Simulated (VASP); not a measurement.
CdTe, 2 atoms in the cell. It takes space group F-43m (No. 216, cubic). Conventional cell: a = 6.611 Å, b = 6.611 Å, c = 6.611 Å, α = 90.00°, β = 90.00°, γ = 90.00°. Within 3.8 Å of Cd (site symmetry -43m) lie 4 Te at 2.86 Å. Te (site symmetry -43m) has 4 Cd at 2.86 Å within 3.8 Å. 

| Property | Result |
| --- | --- |
| Program | VASP 6.6.1 |
| Task | single point |
| Functional | PBEsol |
| Potentials or basis | VASP PAW PBE potentials, release 64 (Cd, Te) |
| Cutoff | 520 eV |
| k mesh | 6 × 6 × 6 |
| Occupations | gaussian, width 0.01 eV |
| Spin | no spin polarisation |
| Dipole correction | no |
| Further INCAR settings | ALGO = Normal; EDIFF = 1e-06; NBANDS = 16 |

Potentials or basis: VASP PAW PBE potentials, release 64 (Cd, Te).

Run with:

```bash
$ cat potpaw_PBE.64/Cd/POTCAR potpaw_PBE.64/Te/POTCAR > POTCAR
$ mpirun -np 1 vasp_std > vasp.out
```

Hardware: 1 thread of Intel(R) Xeon(R) Platinum 8259CL CPU @ 2.50GHz (Skylake/Cascade Lake) (shared host).

Q: How long does it take, and how much memory?

A: It took 16 s on 1 thread of Intel(R) Xeon(R) Platinum 8259CL CPU @ 2.50GHz (Skylake/Cascade Lake) (shared host), peak memory 0.21 GiB. Counts: scf iterations 13, k points 16.
